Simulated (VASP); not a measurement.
Here is a VASP 6.6.1 calculation.

Contents of INCAR:

```
PREC = Accurate ; ENCUT = 520
EDIFF = 1E-8 ; ISMEAR = -1
SIGMA = 0.08 ; LREAL = False
LASPH = True ; NELM = 100
ALGO = Normal ; ISIF = 2
LWAVE = False ; LCHARG = False
GGA = CA ; LEFG = True
NBANDS = 16
```

File KPOINTS:

```
Automatic mesh
0
Gamma
  9 9 6
```

The input POSCAR:

```
Te
1.0
    4.3688394695      0.0000000000      0.0000000000
   -2.1844197348      3.7835259657      0.0000000000
    0.0000000000      0.0000000000      5.9250000000
Te
3
Direct
    0.7450000000      0.0000000000      0.3333333333
    0.0000000000      0.7450000000      0.6666666667
    0.2550000000      0.2550000000      0.0000000000
```

Potentials or basis: VASP PAW LDA potentials, release 64 (Te).

Launch:

```console
$ cat potpaw_LDA.64/Te/POTCAR > POTCAR
$ mpirun -np 1 vasp_std > vasp.out
```

**Question.** What does it give for the band gap on the k mesh?

**Answer.** Zero (filled and empty bands touch).

**Question.** What does it give for the largest force?

**Answer.** 0.768 eV/Å.

Forces on the atoms (eV/Å):
```
Te  -0.768  0.000  0.000
Te   0.384 -0.665  0.000
Te   0.384  0.665  0.000
```

Caveat: the cell differs from its parent crystal (equal xx and yy strain of -2 %); without QUAD_EFG the Cq values of the log hold for a quadrupole moment of 1 mb, not for the nuclei; spin-orbit coupling is left out, which moves the levels of the heavy elements.
